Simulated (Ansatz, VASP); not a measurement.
Al2O3: VASP beside Ansatz

Contents of INCAR:

```
PREC = Accurate
ENCUT = 520
EDIFF = 1E-7
ISMEAR = 0
SIGMA = 0.05
LREAL = F
LASPH = T
NELM = 100
ALGO = Normal
ISIF = 2
LWAVE = F
LCHARG = T
GGA = PE
IVDW = 12
LELF = T
LVHAR = T
NBANDS = 20
```

KPOINTS

```
regular mesh
0
Gamma
  12 12 4
```

File POSCAR:

```
Al2O3
1.0
    2.9275898225      0.0000000000      0.0000000000
   -1.4637949113      2.5353671582      0.0000000000
    0.0000000000      0.0000000000      9.3367544600
Al O
2 3
Direct
    0.0000000000      0.0000000000      0.1499923300
    0.0000000000      0.0000000000      0.8500076700
    0.3333333333      0.6666666667      0.2223169200
    0.6666666667      0.3333333333      0.0000000000
    0.3333333333      0.6666666667      0.7776830800
```

Input for Ansatz:

```yaml
crystal:
  lattice:
    - [2.9275898225, 0.0, 0.0]
    - [-1.4637949113, 2.5353671582, 0.0]
    - [0.0, 0.0, 9.33675446]
  atoms:
    - { symbol: Al, position: [0.0, 0.0, 0.14999233] }
    - { symbol: Al, position: [0.0, 0.0, 0.85000767] }
    - { symbol: O, position: [0.3333333333, 0.6666666667, 0.22231692] }
    - { symbol: O, position: [0.6666666667, 0.3333333333, 0.0] }
    - { symbol: O, position: [0.3333333333, 0.6666666667, 0.77768308] }
basis:
  ecutwfc: 420
kpoints:
  mp_grid: { grid: [12, 12, 4] }
hamiltonian:
  xc: pbe
  dispersion: d3bj
scf:
  occupations: { method: gaussian, width: 0.05 }
output:
  forces: true
  stress: true
  eigenvalues: true
```

Change from the starting cell: strain +0.015 along x and y, +0.000 along z, atoms carried along.

Alike in both runs: task single point; functional PBE; dispersion D3(BJ); k mesh 12 × 12 × 4; occupations gaussian, width 0.05 eV; no spin polarisation.

|  | VASP | Ansatz |
| --- | --- | --- |
| version | VASP 6.6.1 | Ansatz 0.2.0 |
| potentials or method | VASP PAW PBE potentials, release 64 (Al, O), cutoff 520 eV | scalar-relativistic, plane waves, PAW |
| valence electrons in the cell | 24 | 24 |

|  | VASP | Ansatz | Ansatz less VASP |
| --- | --- | --- | --- |
| gap on the k mesh at the Fermi level (eV) | 4.38 | 4.40 | +0.020 |
| least direct gap on the mesh (eV) | 4.60 | 4.62 | +0.018 |
| pressure (GPa) | -6.3 | -6.2 | +0.02 |
| traceless stress, the component that is largest in VASP (GPa) | 3.87 | 4.05 | +0.185 |
| rms of the force components (eV/Å) | 0.144 | 0.128 | -0.0159 |

Atom by atom the forces differ by 0.017 eV/Å (rms over components).
